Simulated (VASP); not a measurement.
Wanted: the native input for a VASP 6.6.1 run.

```
Task                   : relaxation of cell and atoms
Functional             : PBE
Potentials or basis    : VASP PAW PBE potentials, release 64 (Ta_pv, Se)
Cutoff                 : 600 eV
k mesh                 : 4 × 4 × 4
Occupations            : gaussian, width 0.1 eV
Spin                   : no spin polarisation
Dipole correction      : no
Further INCAR settings : ALGO = Normal; EDIFF = 1e-07; IBRION = 2; EDIFFG = -0.04; NSW = 90; ISIF = 3
```

The structure of Ta3Se lies in POSCAR:

```
Ta3Se
1.0
    4.2065398911      0.0000000000      0.0000000000
    0.0000000000      4.2065398911      0.0000000000
    0.0000000000      0.0000000000      4.2065398911
Ta Se
3 1
Direct
    0.0000000000      0.5000000000      0.5000000000
    0.5000000000      0.0000000000      0.5000000000
    0.5000000000      0.5000000000      0.0000000000
    0.0000000000      0.0000000000      0.0000000000
```

The input as run:

INCAR

```
SYSTEM = Ta3Se
PREC = Accurate
ENCUT = 600
EDIFF = 1E-7
ISMEAR = 0
SIGMA = 0.1
LREAL = .FALSE.
LASPH = .TRUE.
NELM = 60
ALGO = Normal
ISIF = 3
LWAVE = .FALSE.
LCHARG = .FALSE.
GGA = PE
IBRION = 2
NSW = 90
EDIFFG = -0.04
```

KPOINTS

```
regular mesh
0
G
  4 4 4
  0 0 0
```

Potentials or basis: VASP PAW PBE potentials, release 64 (Ta_pv, Se).

Command:

```bash
$ cat potpaw_PBE.64/Ta_pv/POTCAR potpaw_PBE.64/Se/POTCAR > POTCAR
$ mpirun -np 1 vasp_std > vasp.out
```

Results of the run:

The relaxed volume is 17.72 Å³/atom. The relaxed cell is a = 4.139 Å, b = 4.139 Å, c = 4.139 Å, α = 90.00°, β = 90.00°, γ = 90.00° and the space group after relaxing (to 0.05 Å) is Pm-3m (No. 221). The energy gained by relaxing is 19.3 meV/atom and the ionic steps are 3. The pressure after relaxing is -0.1 GPa.

Caveat: the k points lie up to 0.38 Å⁻¹ apart in the final cell.

It took 37 s on 1 thread of AMD EPYC 9R45 96-Core Processor (Zen 5), with other jobs on the host, peak memory 0.19 GiB.
